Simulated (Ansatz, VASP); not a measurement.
**TiSi6Mo in VASP and in Ansatz**

```
CELL_PARAMETERS angstrom
3.32785 0.00000 0.00000
0.00000 3.32785 0.00000
0.00000 0.00000 10.21877
ATOMIC_POSITIONS crystal
Ti 0.00000 0.00000 0.00000
Si 0.50000 0.50000 0.87125
Si 0.50000 0.50000 0.12875
Si 0.00000 0.00000 0.75224
Si 0.00000 0.00000 0.24776
Si 0.50000 0.50000 0.62644
Si 0.50000 0.50000 0.37356
Mo 0.00000 0.00000 0.50000
```

Alike in both runs: task single point; functional PBE; k mesh 6 × 6 × 2; occupations gaussian, width 0.2 eV; no spin polarisation.

|  | VASP | Ansatz |
| --- | --- | --- |
| version | VASP 6.6.1 | Ansatz 0.2.0 |
| potentials or method | VASP PAW PBE potentials, release 64 (Ti_sv, Si, Mo_sv), cutoff 520 eV | scalar-relativistic, plane waves, PAW |
| valence electrons in the cell | 50 | 50 |

```tsv
	VASP	Ansatz	Ansatz less VASP
gap on the k mesh at the Fermi level (eV)	none	none	-
pressure (GPa)	0.0	0.0	0.00
traceless stress, the component that is largest in VASP (GPa)	-0.45	-0.46	-0.009
rms of the force components (eV/Å)	0.016	0.016	+0.0005
```

Atom by atom the forces differ by 0.005 eV/Å (rms over components). A gap of «none» marks a metal or a gap that the smearing closes. The functional is the same, so the differences come from potentials, cutoffs and numerics.
